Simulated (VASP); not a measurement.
Set up this calculation in VASP 6.6.1, as the native input.

| Quantity | Value |
| --- | --- |
| Task | single point |
| Functional | LDA |
| Potentials or basis | VASP PAW LDA potentials, release 64 (C) |
| Cutoff | 520 eV |
| k mesh | 9 × 9 × 6 |
| Occupations | gaussian, width 0.02 eV |
| Spin | no spin polarisation |
| Dipole correction | no |
| Further INCAR settings | ALGO = Normal; EDIFF = 1e-07; NBANDS = 16 |

The structure of C lies in POSCAR:

```
C
1.0
    2.4836321806      0.0000000000      0.0000000000
   -1.2418160903      2.1508885620      0.0000000000
    0.0000000000      0.0000000000      4.1979202822
C
4
Direct
    0.3333333333      0.6666666667     -0.0002181980
    0.6666666667      0.3333333333      0.4997818020
    0.3333333333      0.6666666667      0.3742181980
    0.6666666667      0.3333333333      0.8742181980
```

This cell differs from its parent crystal: strained cell.

One way to write it, as run:

INCAR

```
PREC = Accurate ; ENCUT = 520
EDIFF = 1E-7 ; ISMEAR = 0
SIGMA = 0.02 ; LREAL = F
LASPH = T ; NELM = 100
ALGO = Normal ; ISIF = 2
LWAVE = F ; LCHARG = F
NBANDS = 16
```

KPOINTS

```
regular mesh
0
Gamma
  9 9 6
```

Potentials or basis: VASP PAW LDA potentials, release 64 (C).

The run is started by

```bash
$ cat potpaw_LDA.64/C/POTCAR > POTCAR
$ mpirun -np 1 vasp_std > vasp.out
```

It gave:

```yaml
Pressure: -5.3 GPa
Largest_force: 0.011 eV/Å
Band_gap_on_the_k_mesh: 3.05 eV, indirect (least direct gap 4.91 eV)
```

Caveat: the cell differs from its parent crystal (strained cell).

Run time: 5.3 s on 1 thread of Intel(R) Xeon(R) 6975P-C (Granite Rapids), with other jobs on the host, peak memory 0.12 GiB.
